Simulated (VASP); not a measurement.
Runs of VASP 6.6.1 on SiC (Moissanite). It takes space group P6_3mc (No. 186, hexagonal). Conventional cell: a = 3.076 Å, b = 3.076 Å, c = 5.048 Å, α = 90.00°, β = 90.00°, γ = 120.00°. Within 2.5 Å of Si (site symmetry 3m) lie 4 C at 1.87 to 1.94 Å. C (site symmetry 3m) has 4 Si at 1.87 to 1.94 Å within 2.5 Å. 

```csv
cell,gap on the mesh (eV),pressure (GPa),largest force (eV/Å)
relaxed,2.53,0.1,0.03
relaxed to 60 GPa,(a),60.0,0.01
relaxed to 40 GPa,2.34,40.0,0.01
relaxed to 20 GPa,2.44,19.8,-
```

Alike in all rows: task relaxation of cell and atoms; level PBE; potentials or basis VASP PAW PBE potentials, release 64 (Si, C); no spin polarisation; k mesh 8 × 8 × 5; cutoff (eV) 600; smearing gaussian 0.01 eV.

Fill in the values left out.

(a) 2.26.

Caveats: the cell is relaxed towards a set pressure, so the enthalpy falls and the energy may rise (some runs).

A k mesh can miss the band edges.
